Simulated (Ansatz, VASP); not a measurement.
One calculation of Ge, two programs

```
Ge
1.0
     3.12283    0.00000    0.00000
    -1.56142    2.70445    0.00000
     0.00000    0.00000   10.23981
Ge
4
Direct
  0.00000 0.00000 0.00000
  0.00000 0.00000 0.50000
  0.33333 0.66667 0.25000
  0.66667 0.33333 0.75000
```

Alike in both runs: task single point; functional RPBE; k mesh 13 × 13 × 4; occupations fermi-dirac, width 0.1 eV; no spin polarisation.

```csv
,VASP,Ansatz
version,VASP 6.6.1,Ansatz 0.2.0
potentials or method,"VASP PAW PBE potentials, release 64 (Ge_d), cutoff 520 eV","plane waves (420 eV) with PAW, scalar-relativistic"
valence electrons in the cell,56,56
```

Ansatz gave:

```
pressure (GPa)                                                : -3.9
traceless stress, the component that is largest in VASP (GPa) : 0.71
```

Q: Which values does VASP return?

A: Pressure (GPa): -4.0; traceless stress, the component that is largest in VASP (GPa): 0.71.

VASP's potentials were made for PBE, not for RPBE. With one functional, cell and mesh, what is left measures potentials, basis and numerics.
